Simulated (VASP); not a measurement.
# Pb (Im-3m) in VASP: density of states with PBE

Aim: the density of states of Pb with PBE.

All numbers are computed with VASP 6.6.1; they aren't measurements. Logs are shortened: lines on timing, memory, paths and dates and some standing lists are left out, and cuts for length are marked.

## Step 1: The cell of the first run

Symmetry: Im-3m, No. 229, cubic system. The conventional cell has a = 4.060 Å, b = 4.060 Å, c = 4.060 Å, α = 90.00°, β = 90.00°, γ = 90.00°. Within 4.6 Å of Pb (site symmetry m-3m) lie 14 Pb at 3.52 to 4.06 Å.

## Step 2: Density of states, PBE

The input, POSCAR:

```
Pb
1.0
   -2.0297740000      2.0297740000      2.0297740000
    2.0297740000     -2.0297740000      2.0297740000
    2.0297740000      2.0297740000     -2.0297740000
Pb
1
Direct
    0.0000000000      0.0000000000      0.0000000000
```

The input, INCAR.step1:

```
SYSTEM = Pb
PREC = Accurate ; ENCUT = 520
EDIFF = 1E-6 ; ISMEAR = -1
SIGMA = 0.1 ; LREAL = .FALSE.
LASPH = .TRUE. ; NELM = 80
ALGO = Normal ; ISIF = 2
LWAVE = .FALSE. ; LCHARG = .TRUE.
GGA = PE ; NBANDS = 13
```

The input, KPOINTS.step1:

```
Automatic mesh
0
G
  12 12 12
  0 0 0
```

The input, INCAR.step2:

```
SYSTEM = Pb
PREC = Accurate ; ENCUT = 520
EDIFF = 1E-6 ; ISMEAR = -5
SIGMA = 0.1 ; LREAL = .FALSE.
LASPH = .TRUE. ; NELM = 80
ALGO = Normal ; ISIF = 2
LWAVE = .FALSE. ; LCHARG = .FALSE.
GGA = PE ; LORBIT = 10
NEDOS = 2001 ; ICHARG = 11
```

The input, KPOINTS.step2:

```
Automatic mesh
0
G
  18 18 18
  0 0 0
```

Potentials or basis: VASP PAW PBE potentials, release 64 (Pb_d).

Command:

```sh
$ cat potpaw_PBE.64/Pb_d/POTCAR > POTCAR
$ cp INCAR.step1 INCAR
$ cp KPOINTS.step1 KPOINTS
$ mpirun -np 1 vasp_std > vasp.out
$ cp INCAR.step2 INCAR
$ cp KPOINTS.step2 KPOINTS
$ mpirun -np 1 vasp_std > vasp.out
```

OUTCAR:

```text
SYSTEM = Pb
   PREC = Accurate
   ENCUT = 520
   EDIFF = 1E-6
   ISMEAR = -5
   LREAL = .FALSE.
   LASPH = .TRUE.
   NELM = 80
   ISIF = 2
   GGA = PE
   LORBIT = 10
   ICHARG = 11

 ion  position               nearest neighbor table
   1  0.000  0.000  0.000-

  LATTYP: Found a body centered cubic cell.
 ALAT       =     4.0595480000

  Lattice vectors:

 A1 = (  -2.0297740000,   2.0297740000,   2.0297740000)
 A2 = (   2.0297740000,  -2.0297740000,   2.0297740000)
 A3 = (   2.0297740000,   2.0297740000,  -2.0297740000)

Analysis of symmetry for initial positions (statically):
=====================================================================
 Subroutine PRICEL returns:
 Original cell was already a primitive cell.

 Routine SETGRP: Setting up the symmetry group for a
 body centered cubic supercell.

 Subroutine GETGRP returns: Found 48 space group operations
 (whereof 48 operations were pure point group operations)
 out of a pool of 48 trial point group operations.

The static configuration has the point symmetry O_h .

Analysis of symmetry for dynamics (positions and initial velocities):
=====================================================================
 Subroutine PRICEL returns:
 Original cell was already a primitive cell.

 Routine SETGRP: Setting up the symmetry group for a
 body centered cubic supercell.

 Subroutine GETGRP returns: Found 48 space group operations
 (whereof 48 operations were pure point group operations)
 out of a pool of 48 trial point group operations.

The dynamic configuration has the point symmetry O_h .

 Subroutine INISYM returns: Found 48 space group operations
 (whereof 48 operations are pure point group operations),
 and found     1 'primitive' translations

----------------------------------------------------------------------------------------

                                     Primitive cell

  volume of cell :      33.4505

  direct lattice vectors                    reciprocal lattice vectors
    -2.029774000  2.029774000  2.029774000     0.000000000  0.246332843  0.246332843
     2.029774000 -2.029774000  2.029774000     0.246332843  0.000000000  0.246332843
     2.029774000  2.029774000 -2.029774000     0.246332843  0.246332843  0.000000000

  length of vectors
     3.515671696  3.515671696  3.515671696     0.348367247  0.348367247  0.348367247

  position of ions in fractional coordinates (direct lattice)
     0.000000000  0.000000000  0.000000000

  ion indices of the primitive-cell ions
   primitive index   ion index
                 1           1

----------------------------------------------------------------------------------------

 KPOINTS: Automatic mesh

Automatic generation of k-mesh.
 Grid dimensions read from file:
 generate k-points for:   18   18   18

 Generating k-lattice:

  Cartesian coordinates                     Fractional coordinates (reciprocal lattice)
     0.000000000  0.013685158  0.013685158     0.055555556  0.000000000  0.000000000
     0.013685158  0.000000000  0.013685158     0.000000000  0.055555556  0.000000000
     0.013685158  0.013685158  0.000000000     0.000000000  0.000000000  0.055555556

  Length of vectors
     0.019353736  0.019353736  0.019353736

  Shift w.r.t. Gamma in fractional coordinates (k-lattice)
     0.000000000  0.000000000  0.000000000

 TETIRR: Found   6794 inequivalent tetrahedra from    34992

 Subroutine IBZKPT returns following result:
 ===========================================

 Found    195 irreducible k-points:

 Following reciprocal coordinates:
            Coordinates               Weight
  0.000000  0.000000  0.000000      1.000000
  0.055556  0.000000  0.000000     12.000000
  0.111111  0.000000  0.000000     12.000000
  0.166667  0.000000  0.000000     12.000000
  0.222222  0.000000  0.000000     12.000000
  0.277778  0.000000  0.000000     12.000000
[... 16 lines left out ...]
  0.333333  0.111111  0.000000     48.000000
  0.388889  0.111111 -0.000000     48.000000
 [... further k-points ...]
   k-points           NKPTS =    195   k-points in BZ     NKDIM =    195   number of bands    NBANDS=     11
   number of dos      NEDOS =   2001   number of ions     NIONS =      1
   total plane-waves  NPLWV =  21952
   dimension x,y,z NGX =    28 NGY =   28 NGZ =   28
   dimension x,y,z NGXF=    56 NGYF=   56 NGZF=   56
   ions per type =               1
   NGX,Y,Z   is equivalent  to a cutoff of  13.24, 13.24, 13.24 a.u.
   NGXF,Y,Z  is equivalent  to a cutoff of  26.48, 26.48, 26.48 a.u.
 SYSTEM =  Pb
   PREC   = accura    normal or accurate (medium, high low for compatibility)
   ISTART =      0    job   : 0-new  1-cont  2-samecut
   ICHARG =     11    charge: 1-file 2-atom 10-const
   ISPIN  =      1    spin polarized calculation?
   LNONCOLLINEAR =      F non collinear calculations
   LSORBIT =      F    spin-orbit coupling
   LASPH  =      T    aspherical Exc in radial PAW
   ENCUT  =  520.0 eV  38.22 Ry    6.18 a.u.   6.54  6.54  6.54*2*pi/ulx,y,z
   NELM   =     80;   NELMIN=  2; NELMDL=  0     # of ELM steps
   EDIFF  = 0.1E-05   stopping-criterion for ELM
   LREAL  =      F    real-space projection
   EDIFFG = 0.1E-04   stopping-criterion for IOM
   NSW    =      0    number of steps for IOM
   IBRION =     -1    ionic relax: 0-MD 1-quasi-New 2-CG
   NFREE  =      0    steps in history (QN), initial steepest desc. (CG)
   ISIF   =      2    stress and relaxation
   ISYM   =      2    0-nonsym 1-usesym 2-fastsym
   POTIM  = 0.5000    time-step for ionic-motion
   TEBEG  =    0.0;   TEEND  =   0.0 temperature during run
   PSTRESS=    0.0 pullay stress
   NELECT =      14.0000    total number of electrons
   NUPDOWN=      -1.0000    fix difference up-down
   EMIN   =  10.00;   EMAX   =-10.00  energy-range for DOS
   EFERMI =   0.00;   METHOD = LEGACY
   ISMEAR =    -5;   SIGMA  =   0.10  broadening in eV -4-tet -1-fermi 0-gaus
   EFERMI_NEDOS =   21; number of points for ismear=-14 and -15
   IALGO  =     38    algorithm
   IMIX   =      4    mixing-type and parameters
     AMIX     =   0.40;   BMIX     =  1.00
     AMIX_MAG =   1.60;   BMIX_MAG =  1.00
  volume/ion in A,a.u.               =      33.45       225.74
  Fermi-wavevector in a.u.,A,eV,Ry     =   1.224569  2.314099 20.402869  1.499569
  Thomas-Fermi vector in A             =   2.359639
   LORBIT       =     10    0 simple, 1 ext, 2 COOP (PROOUT), +10 PAW based schemes
   GGA     = PE    functional components
   LHFCALC =     F    Hartree Fock is set to
   AEXX    =    0.0000 exact exchange contribution
   IVDW    =     0    specifies the selected vdW correction
   LEPSILON=     F    determine dielectric tensor
   LRPA    =     F    only Hartree local field effects (RPA)
 non-spin polarized calculation
 Fermi weights with tetrahedron method with Bloechl corrections
  energy-cutoff  :      520.00
  volume of cell :       33.45
 maximum number of plane-waves:       935
 NGX is ok and might be reduce to    28

 number of electron      14.0000000 magnetization

 Free energy of the ion-electron system (eV)
  ---------------------------------------------------
  ext. energy  EPLUGINS =         0.00000000
  ---------------------------------------------------
  free energy    TOTEN  =        -3.51341150 eV

  energy without entropy =       -3.51341150  energy(sigma->0) =       -3.51341150

 E-fermi :   6.2471     XC(G=0):  -9.7254

 val. band max:        6.2689835746   @ k =  -0.2222   0.3333   0.1111
 cond. band min:       6.0131993965   @ k =   0.2222   0.2222   0.2222
 fundamental gap:     -0.2557841781
 Fermi energy:         6.2471214199

 k-point     1 :       0.0000    0.0000    0.0000
  band No.  band energies     occupation
      1     -10.8281      2.00000
      2     -10.8281      2.00000
      3     -10.8281      2.00000
      4     -10.6470      2.00000
      5     -10.6470      2.00000
      6      -4.8993      2.00000
      7      13.0404      0.00000
      8      13.0404      0.00000
      9      13.0404      0.00000
     10      16.6634      0.00000
     11      17.1824      0.00000

 k-point     2 :       0.0556    0.0000    0.0000
  band No.  band energies     occupation
      1     -10.8300      2.00000
      2     -10.8255      2.00000
      3     -10.8196      2.00000
      4     -10.6492      2.00000
      5     -10.6473      2.00000
      6      -4.8428      2.00000
      7      12.3760      0.00000
      8      12.8498      0.00000
      9      12.9756      0.00000
     10      16.6072      0.00000
     11      16.9799      0.00000

 k-point     3 :       0.1111    0.0000    0.0000
  band No.  band energies     occupation
      1     -10.8353      2.00000
      2     -10.8186      2.00000
      3     -10.7951      2.00000
      4     -10.6549      2.00000
      5     -10.6479      2.00000
      6      -4.6735      2.00000
      7      10.9946      0.00000
      8      12.3666      0.00000
      9      12.7851      0.00000
     10      15.7837      0.00000
     11      16.5012      0.00000

 k-point     4 :       0.1667    0.0000    0.0000
  band No.  band energies     occupation
      1     -10.8434      2.00000
      2     -10.8097      2.00000
      3     -10.7573      2.00000
      4     -10.6626      2.00000
      5     -10.6488      2.00000
      6      -4.3927      2.00000
      7       9.4344      0.00000
      8      11.7502      0.00000
      9      12.4926      0.00000
     10      15.0665      0.00000
     11      16.0526      0.00000
[... 239 lines left out ...]
 k-point    22 :       0.2778    0.1111    0.0000
  band No.  band energies     occupation
      1     -10.8619      2.00000
      2     -10.7969      2.00000
      3     -10.6740      2.00000
      4     -10.6562      2.00000
      5     -10.6127      2.00000
      6      -2.8020      2.00000
      7       5.0829      2.05070
      8       8.9232      0.00000
      9      10.9266      0.00000
     10      14.5538      0.00000
     11      16.4090      0.00000

 k-point    23 :       0.3333    0.1111    0.0000
  band No.  band energies     occupation
      1     -10.8690      2.00000
      2     -10.7990      2.00000
      3     -10.6683      2.00000
      4     -10.6574      2.00000
      5     -10.5806      2.00000
      6      -2.2204      2.00000
      7       3.9777      2.00000
      8       8.5340      0.00000
      9      10.6841      0.00000
     10      14.3292      0.00000
     11      16.3363      0.00000

 k-point    24 :       0.3889    0.1111   -0.0000
  band No.  band energies     occupation
      1     -10.8736      2.00000
      2     -10.8021      2.00000
      3     -10.6629      2.00000
      4     -10.6585      2.00000
      5     -10.5592      2.00000
      6      -1.7229      2.00000
      7       3.1584      2.00000
      8       8.2999     -0.00002
      9      10.5337      0.00000
     10      14.1948      0.00000
     11      16.2531      0.00000

 [... further k-points ...]

------------------------ aborting loop because EDIFF is reached ----------------------------------------

  FORCE on cell =-STRESS in cart. coord.  units (eV):
  Direction    XX          YY          ZZ          XY          YZ          ZX
  --------------------------------------------------------------------------------------
  -------------------------------------------------------------------------------------
  Total       -0.3537497     -0.3537497     -0.3537497      0.0000000      0.0000000      0.0000000
  in kB      -16.9435172    -16.9435172    -16.9435172      0.0000000      0.0000000      0.0000000
  external PRESSURE =     -16.9435172 kB  Pullay stress =       0.0000000 kB

 VOLUME and BASIS-vectors are now :
 -----------------------------------------------------------------------------
  energy-cutoff  :      520.00
  volume of cell :       33.45
      direct lattice vectors                 reciprocal lattice vectors
    -2.029774000  2.029774000  2.029774000     0.000000000  0.246332843  0.246332843
     2.029774000 -2.029774000  2.029774000     0.246332843  0.000000000  0.246332843
     2.029774000  2.029774000 -2.029774000     0.246332843  0.246332843  0.000000000

 POSITION                                       TOTAL-FORCE (eV/Angst)
 -----------------------------------------------------------------------------------
      0.00000      0.00000      0.00000         0.000000      0.000000      0.000000
 -----------------------------------------------------------------------------------
    total drift:                               -0.000000     -0.000000     -0.000000

  FREE ENERGIE OF THE ION-ELECTRON SYSTEM (eV)
  ---------------------------------------------------
  free  energy   TOTEN  =        -3.5134114991 eV

  energy  without entropy=       -3.5134114991  energy(sigma->0) =       -3.51341150

 total charge

# of ion       s       p       d       tot
------------------------------------------
    1        1.402   0.706   9.806  11.914
```

Run time: 44 s. Hardware: 1 thread of Intel Xeon Platinum 8375C at 2.90GHz (Ice Lake), shared host; peak memory 0.2 GiB.

What came out:

```yaml
Valence_electrons_inside_the_program's_atomic_spheres: Pb 11.91
```

Caveat: spin-orbit coupling is left out, which moves the levels of the heavy elements; tetrahedron occupations give inexact forces and stress in metals.
